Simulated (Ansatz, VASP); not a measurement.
ZrAl2N3 in VASP and in Ansatz

```
Zr Al N
1.0
     2.97523    0.00000    0.00000
    -1.48762    2.57663    0.00000
     0.00000    0.00000   15.82097
Zr Al N
2 4 6
Direct
  0.66667 0.33333 0.16926
  0.66667 0.33333 0.83074
  0.33333 0.66667 0.00000
  0.33333 0.66667 0.33915
  0.33333 0.66667 0.66085
  0.66667 0.33333 0.50000
  0.00000 0.00000 0.92295
  0.00000 0.00000 0.26208
  0.00000 0.00000 0.58017
  0.00000 0.00000 0.07705
  0.00000 0.00000 0.41983
  0.00000 0.00000 0.73792
```

Alike in both runs: functional PBE; k mesh 12 × 12 × 4; occupations gaussian, width 0.1 eV; no spin polarisation.

Ansatz relaxed the structure, and its values are those at the end. VASP's run is a single point on that final structure, the one shown.

|  | VASP | Ansatz |
| --- | --- | --- |
| version | VASP 6.6.1 | Ansatz 0.2.0 |
| potentials or method | VASP PAW PBE potentials, release 64 (Zr_sv, Al, N), cutoff 520 eV | scalar-relativistic, plane waves, PAW |
| valence electrons in the cell | 66 | 66 |

Ansatz gave:

```
gap on the k mesh at the Fermi level (eV) : none
pressure (GPa)                            : 0.0
rms of the force components (eV/Å)        : 0.001
```

**Question.** Which values does VASP return?

**Answer.** gap on the k mesh at the Fermi level (eV): none; pressure (GPa): 0.0; rms of the force components (eV/Å): 0.008.

A gap of «none» marks a metal or a gap that the smearing closes.
